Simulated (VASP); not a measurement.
HOs, 2 atoms in the cell. Symmetry: P-6m2, No. 187, hexagonal system. The conventional cell has a = 2.747 Å, b = 2.747 Å, c = 2.679 Å, α = 90.00°, β = 90.00°, γ = 120.00°. H (site symmetry -6m2) has 6 Os at 2.08 Å and 2 H at 2.68 Å within 2.7 Å. Os (site symmetry -6m2) has 6 H at 2.08 Å and 2 Os at 2.68 Å within 2.7 Å. 

| Quantity | Value |
| --- | --- |
| Program | VASP 6.6.1 |
| Task | relaxation of cell and atoms |
| Functional | PBE |
| Potentials or basis | VASP PAW PBE potentials, release 64 (H, Os) |
| Cutoff | 600 eV |
| k mesh | 6 × 6 × 6 |
| Occupations | gaussian, width 0.1 eV |
| Spin | no spin polarisation |
| Dipole correction | no |
| Further INCAR settings | ALGO = Normal; EDIFF = 1e-06; IBRION = 2; EDIFFG = -0.04; NSW = 90; ISIF = 3 |

Potentials or basis: VASP PAW PBE potentials, release 64 (H, Os).

Run with:

```console
$ cat potpaw_PBE.64/H/POTCAR potpaw_PBE.64/Os/POTCAR > POTCAR
$ mpirun -np 1 vasp_std > vasp.out
```

Hardware: 1 thread of Intel(R) Xeon(R) 6975P-C (Granite Rapids), with other jobs on the host.

Q: Estimate the wall time of this run.

A: Run time: 8.4 s on 1 thread of Intel(R) Xeon(R) 6975P-C (Granite Rapids), with other jobs on the host, peak memory 0.14 GiB. Counts: scf iterations 36, k points 28, ion steps 5.
